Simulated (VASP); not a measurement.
A run of VASP 6.6.1 is set up as follows.

The input INCAR:

```
SYSTEM = Ta
PREC = Accurate
ENCUT = 520
EDIFF = 1E-6
ISMEAR = -1
SIGMA = 0.05
LREAL = .False.
LASPH = .True.
NELM = 60
ALGO = Fast
ISIF = 2
LWAVE = .False.
LCHARG = .True.
GGA = CA
LELF = .True.
LVHAR = .True.
NBANDS = 12
```

Contents of KPOINTS:

```
Automatic mesh
0
Gamma
  11 11 11
  0 0 0
```

File POSCAR:

```
Ta
1.0
   -1.6289626696      1.6289626696      1.6289626696
    1.6289626696     -1.6289626696      1.6289626696
    1.6289626696      1.6289626696     -1.6289626696
Ta
1
Direct
    0.0000000000      0.0000000000      0.0000000000
```

Potentials or basis: VASP PAW LDA potentials, release 64 (Ta_pv).

Command:

```console
$ cat potpaw_LDA.64/Ta_pv/POTCAR > POTCAR
$ mpirun -np 1 vasp_std > vasp.out
```

**Question.** Predict the pressure.

**Answer.** -0.1 GPa.
